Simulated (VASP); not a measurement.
Write the native input for VASP 6.6.1 that does the following.

```
Task                   : single point
Functional             : PBEsol
Potentials or basis    : VASP PAW PBE potentials, release 64 (Zr_sv, N)
Cutoff                 : 600 eV
k mesh                 : 20 × 20 × 20
Occupations            : gaussian, width 0.1 eV
Spin                   : no spin polarisation
Dipole correction      : no
Further INCAR settings : ALGO = Normal; EDIFF = 1e-06; NBANDS = 16
```

The structure of ZrN lies in POSCAR:

```
ZrN
1.0
    0.0000000000      2.2973276707      2.2973276707
    2.2973276707      0.0000000000      2.2973276707
    2.2973276707      2.2973276707      0.0000000000
Zr N
1 1
Direct
    0.0000000000      0.0000000000      0.0000000000
    0.5000000000      0.5000000000      0.5000000000
```

These files were run (other wordings do the same):

INCAR

```
SYSTEM = ZrN
PREC     = Accurate       ! precision mode
ENCUT    = 600            ! plane-wave cutoff, eV
EDIFF    = 1E-6           ! SCF threshold, eV
ISMEAR   = 0              ! smearing method
SIGMA    = 0.1            ! smearing width, eV
LREAL    = .FALSE.        ! projectors in reciprocal space
LASPH    = .TRUE.         ! aspherical terms in the spheres
NELM     = 120            ! most SCF steps
ALGO     = Normal         ! electronic algorithm
ISIF     = 2              ! what is computed and relaxed
LWAVE    = .FALSE.        ! write WAVECAR
LCHARG   = .FALSE.        ! write CHGCAR
GGA      = PS             ! functional
NBANDS   = 16             ! bands
GGA_COMPAT= .FALSE.
```

KPOINTS

```
Automatic mesh
0
G
  20 20 20
  0 0 0
```

Potentials or basis: VASP PAW PBE potentials, release 64 (Zr_sv, N).

Command:

```sh
$ cat potpaw_PBE.64/Zr_sv/POTCAR potpaw_PBE.64/N/POTCAR > POTCAR
$ mpirun -np 1 vasp_std > vasp.out
```

Results of the run:

- Pressure: -6.8 GPa
- Band gap on the k mesh: zero (an odd number of electrons rules out a gap without spin polarisation)

Caveat: the cell stands under tension; the PAW data sets were made with another functional, which shifts forces and pressure a little.

Wall time 3.3 min on 1 thread of Intel Xeon 8259CL, with other jobs on the host, peak memory 0.26 GiB.
